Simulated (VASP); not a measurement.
# La (P6_3/mmc) in VASP: notebook

The runs below take La through single point, with PBE.

Program: VASP 6.6.1. These are calculated values, not measurements. Logs are shortened: lines on timing, memory, paths and dates and some standing lists are left out, and cuts for length are marked.

## Step 1: The cell of the first run

The structure is hexagonal, space group P6_3/mmc (No. 194). Conventional cell: a = 3.632 Å, b = 3.632 Å, c = 6.076 Å, α = 90.00°, β = 90.00°, γ = 120.00°. Within 4.8 Å of La (site symmetry -6m2) lie 12 La at 3.63 to 3.69 Å.

## Step 2: Single point, PBE (x and y stretched by -4 %, z held)

The input, INCAR:

```
  PREC = Accurate
  ENCUT = 520
  EDIFF = 1E-6
  ISMEAR = -1
  SIGMA = 0.05
  LREAL = False
  LASPH = True
  NELM = 80
  ALGO = Normal
  ISIF = 2
  LWAVE = False
  LCHARG = False
  GGA = PE
  NBANDS = 18
```

The input, KPOINTS:

```
regular mesh
0
Gamma
  12 12 7
```

The input, POSCAR:

```
La
1.0
    3.6317364831      0.0000000000      0.0000000000
   -1.8158682415      3.1451760542      0.0000000000
    0.0000000000      0.0000000000      6.0761289130
La
2
Direct
    0.3333333333      0.6666666667      0.2500000000
    0.6666666667      0.3333333333      0.7500000000
```

Potentials or basis: VASP PAW PBE potentials, release 64 (La).

Started as:

```sh
$ cat potpaw_PBE.64/La/POTCAR > POTCAR
$ mpirun -np 1 vasp_std > vasp.out
```

OUTCAR:

```text
PREC = Accurate
   ENCUT = 520
   EDIFF = 1E-6
   ISMEAR = -1
   LREAL = False
   LASPH = True
   NELM = 80
   ISIF = 2
   GGA = PE

 ion  position               nearest neighbor table
   1  0.333  0.667  0.250-
   2  0.667  0.333  0.750-

  LATTYP: Found a hexagonal cell.
 ALAT       =     3.6317364831
 C/A-ratio  =     1.6730643705

  Lattice vectors:

 A1 = (   3.6317364831,   0.0000000000,   0.0000000000)
 A2 = (  -1.8158682415,   3.1451760542,   0.0000000000)
 A3 = (   0.0000000000,   0.0000000000,   6.0761289130)

Analysis of symmetry for initial positions (statically):
=====================================================================
 Subroutine PRICEL returns:
 Original cell was already a primitive cell.

 Routine SETGRP: Setting up the symmetry group for a
 hexagonal supercell.

 Subroutine GETGRP returns: Found 24 space group operations
 (whereof 12 operations were pure point group operations)
 out of a pool of 24 trial point group operations.

The static configuration has the point symmetry D_3d.
 The point group associated with its full space group is D_6h.

Analysis of symmetry for dynamics (positions and initial velocities):
=====================================================================
 Subroutine PRICEL returns:
 Original cell was already a primitive cell.

 Routine SETGRP: Setting up the symmetry group for a
 hexagonal supercell.

 Subroutine GETGRP returns: Found 24 space group operations
 (whereof 12 operations were pure point group operations)
 out of a pool of 24 trial point group operations.

The dynamic configuration has the point symmetry D_3d.
 The point group associated with its full space group is D_6h.

 Subroutine INISYM returns: Found 24 space group operations
 (whereof 12 operations are pure point group operations),
 and found     1 'primitive' translations

----------------------------------------------------------------------------------------

                                     Primitive cell

  volume of cell :      69.4043

  direct lattice vectors                    reciprocal lattice vectors
[... 79 lines left out ...]
   ISTART =      0    job   : 0-new  1-cont  2-samecut
   ICHARG =      2    charge: 1-file 2-atom 10-const
   ISPIN  =      1    spin polarized calculation?
   LNONCOLLINEAR =      F non collinear calculations
   LSORBIT =      F    spin-orbit coupling
   LASPH  =      T    aspherical Exc in radial PAW
   ENCUT  =  520.0 eV  38.22 Ry    6.18 a.u.   6.75  6.75 11.30*2*pi/ulx,y,z
   NELM   =     80;   NELMIN=  2; NELMDL= -5     # of ELM steps
   EDIFF  = 0.1E-05   stopping-criterion for ELM
   LREAL  =      F    real-space projection
   EDIFFG = 0.1E-04   stopping-criterion for IOM
   NSW    =      0    number of steps for IOM
   IBRION =     -1    ionic relax: 0-MD 1-quasi-New 2-CG
   NFREE  =      0    steps in history (QN), initial steepest desc. (CG)
   ISIF   =      2    stress and relaxation
   ISYM   =      2    0-nonsym 1-usesym 2-fastsym
   POTIM  = 0.5000    time-step for ionic-motion
   TEBEG  =    0.0;   TEEND  =   0.0 temperature during run
   PSTRESS=    0.0 pullay stress
   NELECT =      22.0000    total number of electrons
   NUPDOWN=      -1.0000    fix difference up-down
   EMIN   =  10.00;   EMAX   =-10.00  energy-range for DOS
   EFERMI =   0.00;   METHOD = LEGACY
   ISMEAR =    -1;   SIGMA  =   0.05  broadening in eV -4-tet -1-fermi 0-gaus
   EFERMI_NEDOS =   21; number of points for ismear=-14 and -15
   IALGO  =     38    algorithm
   IMIX   =      4    mixing-type and parameters
     AMIX     =   0.40;   BMIX     =  1.00
     AMIX_MAG =   1.60;   BMIX_MAG =  1.00
  volume/ion in A,a.u.               =      34.70       234.18
  Fermi-wavevector in a.u.,A,eV,Ry     =   1.116230  2.109369 16.952439  1.245969
  Thomas-Fermi vector in A             =   2.252842
   LORBIT       =      0    0 simple, 1 ext, 2 COOP (PROOUT), +10 PAW based schemes
   GGA     = PE    functional components
   LHFCALC =     F    Hartree Fock is set to
   AEXX    =    0.0000 exact exchange contribution
   IVDW    =     0    specifies the selected vdW correction
   LEPSILON=     F    determine dielectric tensor
   LRPA    =     F    only Hartree local field effects (RPA)
 non-spin polarized calculation
  energy-cutoff  :      520.00
  volume of cell :       69.40
 maximum number of plane-waves:      1886
 NGX is ok and might be reduce to    28
   NGX = 13   NGY = 13   NGZ = 23

 number of electron      22.0000000 magnetization

 Free energy of the ion-electron system (eV)
  ---------------------------------------------------
  ext. energy  EPLUGINS =         0.00000000
  ---------------------------------------------------
  free energy    TOTEN  =        -9.68394005 eV

  energy without entropy =       -9.65447500  energy(sigma->0) =       -9.66920753

 E-fermi :   8.5082     XC(G=0):  -9.8396

 val. band max:        8.5073932881   @ k =   0.3333   0.2500   0.0000
 cond. band min:       8.5100134383   @ k =   0.2500  -0.0000   0.0000
 fundamental gap:      0.0026201501
 Fermi energy:         8.5082392715

 k-point     1 :       0.0000    0.0000    0.0000
  band No.  band energies     occupation
      1     -24.2549      2.00000
      2     -24.0219      2.00000
      3      -8.7394      2.00000
      4      -7.2730      2.00000
      5      -7.2730      2.00000
      6      -7.1383      2.00000
[... 481 lines left out ...]
      5      -8.0838      2.00000
      6      -7.5626      2.00000
[... 10 lines left out ...]
     17      10.4489      0.00000
     18      10.5025      0.00000

 [... further k-points ...]

------------------------ aborting loop because EDIFF is reached ----------------------------------------

  FORCE on cell =-STRESS in cart. coord.  units (eV):
  Direction    XX          YY          ZZ          XY          YZ          ZX
  --------------------------------------------------------------------------------------
  -------------------------------------------------------------------------------------
  Total        1.1222262      1.1222262      0.7127257      0.0000000      0.0000000      0.0000000
  in kB       25.9062601     25.9062601     16.4530613      0.0000000      0.0000000      0.0000000
  external PRESSURE =      22.7551938 kB  Pullay stress =       0.0000000 kB

 VOLUME and BASIS-vectors are now :
 -----------------------------------------------------------------------------
  energy-cutoff  :      520.00
  volume of cell :       69.40
      direct lattice vectors                 reciprocal lattice vectors
     3.631736483  0.000000000  0.000000000     0.275350374  0.158973613  0.000000000
    -1.815868242  3.145176054  0.000000000     0.000000000  0.317947225  0.000000000
     0.000000000  0.000000000  6.076128913     0.000000000  0.000000000  0.164578470

 POSITION                                       TOTAL-FORCE (eV/Angst)
 -----------------------------------------------------------------------------------
     -0.00000      2.09678      1.51903         0.000000     -0.000000      0.000000
      1.81587      1.04839      4.55710        -0.000000      0.000000      0.000000
 -----------------------------------------------------------------------------------
    total drift:                                0.000000     -0.000000      0.000000

  FREE ENERGIE OF THE ION-ELECTRON SYSTEM (eV)
  ---------------------------------------------------
  free  energy   TOTEN  =        -9.6839400511 eV

  energy  without entropy=       -9.6544750026  energy(sigma->0) =       -9.66920753
```

OSZICAR:

```text
N       E                     dE             d eps       ncg     rms          rms(c)
DAV:   1     0.252677752357E+03    0.25268E+03   -0.81726E+03  2736   0.174E+03
DAV:   2     0.273562293885E+02   -0.22532E+03   -0.22173E+03  3904   0.308E+02
DAV:   3    -0.612038247689E+01   -0.33477E+02   -0.32752E+02  4538   0.139E+02
DAV:   4    -0.942801644948E+01   -0.33076E+01   -0.32756E+01  5448   0.378E+01
DAV:   5    -0.966700884311E+01   -0.23899E+00   -0.23839E+00  4408   0.982E+00    0.366E+00
DAV:   6    -0.968466661709E+01   -0.17658E-01   -0.45902E-01  5462   0.477E+00    0.189E+00
DAV:   7    -0.967743771851E+01    0.72289E-02   -0.52296E-02  4576   0.175E+00    0.523E-01
DAV:   8    -0.968088814191E+01   -0.34504E-02   -0.20363E-02  5424   0.114E+00    0.200E-01
DAV:   9    -0.967886373284E+01    0.20244E-02   -0.19938E-03  4440   0.354E-01    0.250E-01
DAV:  10    -0.968376096807E+01   -0.48972E-02   -0.22101E-02  4624   0.107E+00    0.403E-02
DAV:  11    -0.968392316513E+01   -0.16220E-03   -0.16196E-03  5472   0.310E-01    0.505E-02
DAV:  12    -0.968392756901E+01   -0.44039E-05   -0.61222E-05  4376   0.606E-02    0.524E-02
DAV:  13    -0.968393243419E+01   -0.48652E-05   -0.11774E-05  5432   0.270E-02    0.509E-02
DAV:  14    -0.968394654137E+01   -0.14107E-04   -0.12985E-04  4320   0.111E-01    0.117E-02
DAV:  15    -0.968393186826E+01    0.14673E-04   -0.33007E-05  5472   0.726E-02    0.378E-02
DAV:  16    -0.968393730416E+01   -0.54359E-05   -0.34685E-06  4280   0.197E-02    0.256E-02
DAV:  17    -0.968394042309E+01   -0.31189E-05   -0.12669E-05  4960   0.369E-02    0.656E-03
DAV:  18    -0.968394005112E+01    0.37197E-06   -0.27973E-07  3104   0.921E-03
   1 F= -.96839401E+01 E0= -.96692075E+01  d E =-.294650E-01
```

stdout:

```text
POSCAR found type information on POSCAR La
 POSCAR found :  1 types and       2 ions
 scaLAPACK will be used
 LDA part: xc-table for (Slater+PW92), standard interpolation
 POSCAR, INCAR and KPOINTS ok, starting setup
 FFT: planning ... GRIDC
 FFT: planning ... GRID_SOFT
 FFT: planning ... GRID
 WAVECAR not read
 entering main loop
```

It took 1.9 min on 1 thread of Oxide Virtual Turin-like, shared host; peak memory 0.22 GiB.

Results:

```
Free energy            : -9.6839 eV
Pressure               : 2.3 GPa
Band gap on the k mesh : zero (bands 11 and 12 overlap by 1.43 eV)
```

Stress tensor (GPa, compression positive):
```
2.59 0.00 0.00
0.00 2.59 0.00
0.00 0.00 1.65
```

Caveat: the cell differs from its parent crystal (x and y stretched by -4 %, z held); spin-orbit coupling is left out, which moves the levels of the heavy elements.

## Step 3: Single point, PBE

This run uses another cell than the first one, of 37.65 Å³/atom.

The input, INCAR:

```
SYSTEM = La
ALGO = Normal
EDIFF = 1E-6
ENCUT = 520
GGA = PE
ISIF = 2
ISMEAR = -1
LASPH = .True.
LCHARG = .False.
LREAL = .False.
LWAVE = .False.
NBANDS = 18
NELM = 80
PREC = Accurate
SIGMA = 0.05
```

The input, KPOINTS:

```
k-points
0
Gamma
  12 12 7
  0 0 0
```

The input, POSCAR:

```
La
1.0
    3.7830588365      0.0000000000      0.0000000000
   -1.8915294182      3.2762250565      0.0000000000
    0.0000000000      0.0000000000      6.0761289130
La
2
Direct
    0.3333333333      0.6666666667      0.2500000000
    0.6666666667      0.3333333333      0.7500000000
```

Potentials or basis: VASP PAW PBE potentials, release 64 (La).

Started as:

```sh
$ cat potpaw_PBE.64/La/POTCAR > POTCAR
$ mpirun -np 1 vasp_std > vasp.out
```

It took 73 s on 1 thread of Oxide Virtual Turin-like, shared host; peak memory 0.23 GiB.

It converged, with:

| Quantity | Value |
| --- | --- |
| Free energy | -9.7320 eV |
| Pressure | 0.1 GPa |
| Band gap on the k mesh | zero (bands 11 and 12 overlap by 1.34 eV) |

Levels at points of the mesh, in eV from the Fermi level:
```tsv
k point	band 8	band 9	band 10	band 11	band 12	band 13	band 14	band 15
(0.00, 0.00, 0.00)	-15.87	-3.17	-1.73	1.12	1.31	1.31	1.54	1.63
(0.50, 0.00, 0.00)	-16.07	-1.56	-1.14	-1.10	1.15	1.20	1.32	1.48
```

Caveat: spin-orbit coupling is left out, which moves the levels of the heavy elements.

## Step 4: Single point, PBE

This run uses another cell than the first one, of 37.65 Å³/atom.

The input, INCAR:

```
SYSTEM = La
PREC = Accurate ; ENCUT = 520
EDIFF = 1E-7 ; ISMEAR = -1
SIGMA = 0.05 ; LREAL = .False.
LASPH = .True. ; NELM = 60
ALGO = Normal ; ISIF = 2
LWAVE = .False. ; LCHARG = .False.
GGA = PE ; NBANDS = 18
```

The input, KPOINTS:

```
regular mesh
0
Gamma
  12 12 7
  0 0 0
```

The input, POSCAR:

```
La
1.0
    3.7830588365      0.0000000000      0.0000000000
   -1.8915294182      3.2762250564      0.0000000000
    0.0000000000      0.0000000000      6.0761289130
La
2
Direct
    0.3333333333      0.6666666667      0.2500000000
    0.6666666667      0.3333333333      0.7500000000
```

Potentials or basis: VASP PAW PBE potentials, release 64 (La).

Started as:

```sh
$ cat potpaw_PBE.64/La/POTCAR > POTCAR
$ mpirun -np 1 vasp_std > vasp.out
```

OUTCAR:

```text
SYSTEM = La
   PREC = Accurate
   ENCUT = 520
   EDIFF = 1E-7
   ISMEAR = -1
   LREAL = .False.
   LASPH = .True.
   NELM = 60
   ISIF = 2
   GGA = PE

 ion  position               nearest neighbor table
   1  0.333  0.667  0.250-
   2  0.667  0.333  0.750-

  LATTYP: Found a hexagonal cell.
 ALAT       =     3.7830588365
 C/A-ratio  =     1.6061417957

  Lattice vectors:

 A1 = (   3.7830588365,   0.0000000000,   0.0000000000)
[... 687 lines left out ...]
     18       9.5507      0.00000

 [... further k-points ...]

------------------------ aborting loop because EDIFF is reached ----------------------------------------

  FORCE on cell =-STRESS in cart. coord.  units (eV):
  Direction    XX          YY          ZZ          XY          YZ          ZX
  --------------------------------------------------------------------------------------
  -------------------------------------------------------------------------------------
  Total        0.0375090      0.0375090      0.0450891      0.0000000      0.0000000      0.0000000
  in kB        0.7979982      0.7979982      0.9592638      0.0000000      0.0000000      0.0000000
  external PRESSURE =       0.8517534 kB  Pullay stress =       0.0000000 kB

 VOLUME and BASIS-vectors are now :
 -----------------------------------------------------------------------------
  energy-cutoff  :      520.00
  volume of cell :       75.31
      direct lattice vectors                 reciprocal lattice vectors
     3.783058836  0.000000000  0.000000000     0.264336359  0.152614668  0.000000000
    -1.891529418  3.276225056  0.000000000     0.000000000  0.305229336  0.000000000
     0.000000000  0.000000000  6.076128913     0.000000000  0.000000000  0.164578470

 POSITION                                       TOTAL-FORCE (eV/Angst)
 -----------------------------------------------------------------------------------
     -0.00000      2.18415      1.51903        -0.000000      0.000000      0.000000
      1.89153      1.09208      4.55710         0.000000     -0.000000      0.000000
 -----------------------------------------------------------------------------------
    total drift:                               -0.000000      0.000000     -0.000000

  FREE ENERGIE OF THE ION-ELECTRON SYSTEM (eV)
  ---------------------------------------------------
  free  energy   TOTEN  =        -9.7320247663 eV

  energy  without entropy=       -9.7011655956  energy(sigma->0) =       -9.71659518
```

Run time: 1.8 min. Hardware: 1 thread of Oxide Virtual Turin-like, shared host; peak memory 0.22 GiB.

Results:

* Free energy: -9.7320 eV
* Pressure: 0.1 GPa
* Band gap on the k mesh: zero (bands 11 and 12 overlap by 1.34 eV)

Caveat: spin-orbit coupling is left out, which moves the levels of the heavy elements.

## Step 5: Single point, PBE

This run uses another cell than the first one, of 37.65 Å³/atom.

The input, INCAR:

```
  PREC = Accurate
  ENCUT = 520
  EDIFF = 1E-7
  ISMEAR = -1
  SIGMA = 0.05
  LREAL = F
  LASPH = T
  NELM = 80
  ALGO = Normal
  ISIF = 2
  LWAVE = F
  LCHARG = T
  GGA = PE
  LELF = T
  LVHAR = T
  NBANDS = 18
```

The input, KPOINTS:

```
Automatic mesh
0
Gamma
  12 12 7
```

POSCAR is that of step 4.

Started as:

```sh
$ cat potpaw_PBE.64/La/POTCAR > POTCAR
$ mpirun -np 1 vasp_std > vasp.out
```

Wall time 79 s (1 thread of Oxide Virtual Turin-like, shared host); peak memory 0.22 GiB.

It converged, with:

```yaml
Free_energy: -9.7320 eV
Pressure: 0.1 GPa
Band_gap_on_the_k_mesh: zero (bands 11 and 12 overlap by 1.34 eV)
```

Levels at points of the mesh, in eV from the Fermi level:
```csv
k point,band 8,band 9,band 10,band 11,band 12,band 13,band 14,band 15
"(0.00, 0.00, 0.00)",-15.87,-3.17,-1.73,1.12,1.31,1.31,1.54,1.63
"(0.50, 0.00, 0.00)",-16.07,-1.56,-1.14,-1.10,1.15,1.20,1.32,1.49
```

Caveat: spin-orbit coupling is left out, which moves the levels of the heavy elements.

The gap in the log of VASP goes by the Fermi energy; the results here count the filled bands.